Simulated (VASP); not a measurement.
Write the native input for VASP 6.6.1 that does the following.

```yaml
Task: single point
Functional: LDA
Potentials_or_basis: VASP PAW LDA potentials, release 64 (Al, N)
Cutoff: 520 eV
k_mesh: 5 × 5 × 1
Occupations: gaussian, width 0.1 eV
Spin: no spin polarisation
Dipole_correction: yes
Further_INCAR_settings: ALGO = Normal; EDIFF = 1e-06; NBANDS = 32
```

The structure of Al12N lies in POSCAR:

```
Al12N
1.0
    5.6336864727      0.0000000000      0.0000000000
    0.0000000000      5.6336864727      0.0000000000
    0.0000000000      0.0000000000     19.6042970528
Al N
12 1
Direct
    0.2500000000      0.2500000000      0.2040369001
    0.2500000000      0.7500000000      0.2040369001
    0.7500000000      0.2500000000      0.2040369001
    0.7500000000      0.7500000000      0.2040369001
    0.0000000000      0.0000000000      0.3086956402
    0.0000000000      0.5000000000      0.3086956402
    0.5000000000      0.0000000000      0.3086956402
    0.5000000000      0.5000000000      0.3086956402
    0.2500000000      0.2500000000      0.4133939121
    0.2500000000      0.7500000000      0.4133939121
    0.7500000000      0.2500000000      0.4133939121
    0.7500000000      0.7500000000      0.4133939121
    0.3333333333      0.3333333333      0.4942043479
```

One way to write it, as run:

INCAR

```
  PREC = Accurate
  ENCUT = 520
  EDIFF = 1E-6
  ISMEAR = 0
  SIGMA = 0.1
  LREAL = False
  LASPH = True
  NELM = 80
  ALGO = Normal
  ISIF = 2
  LWAVE = False
  LCHARG = False
  LDIPOL = True
  IDIPOL = 3
  DIPOL = 0.5 0.5 0.323
  GGA = CA
  NBANDS = 32
```

KPOINTS

```
regular mesh
0
Gamma
  5 5 1
```

Potentials or basis: VASP PAW LDA potentials, release 64 (Al, N).

Launch:

```bash
$ cat potpaw_LDA.64/Al/POTCAR potpaw_LDA.64/N/POTCAR > POTCAR
$ mpirun -np 1 vasp_std > vasp.out
```

Results of the run:

| Item | Value |
| --- | --- |
| Largest force | 1.767 eV/Å |

It took 5.6 min on 1 thread of Intel(R) Xeon(R) Platinum 8488C (Sapphire Rapids), on a shared host, peak memory 0.49 GiB.
